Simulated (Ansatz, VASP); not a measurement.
# TiB2 in VASP and in Ansatz

```
Ti B
1.0
     3.01907    0.00000    0.00000
    -1.50953    2.61459    0.00000
     0.00000    0.00000    3.21760
Ti B
1 2
Direct
  0.00000 0.00000 0.00000
  0.33333 0.66667 0.50000
  0.66667 0.33333 0.50000
```

Change from the starting cell: volume scaled by 0.99.

Alike in both runs: task single point; functional PBEsol; k mesh 14 × 14 × 11; occupations fermi-dirac, width 0.03 eV; no spin polarisation.

```csv
,VASP,Ansatz
version,VASP 6.6.1,Ansatz 0.2.0
potentials or method,"VASP PAW PBE potentials, release 64 (Ti_sv, B), cutoff 520 eV","all-electron LAPW, scalar-relativistic"
```

Ansatz gave:

* pressure (GPa): -2.7
* traceless stress, the component that is largest in VASP (GPa): -2.27

What did VASP give for the same quantities?

Pressure (GPa): -2.2; traceless stress, the component that is largest in VASP (GPa): -2.38.

VASP's potentials were made for PBE, not for PBEsol. Ansatz ran all-electron here, and VASP with PAW potentials.
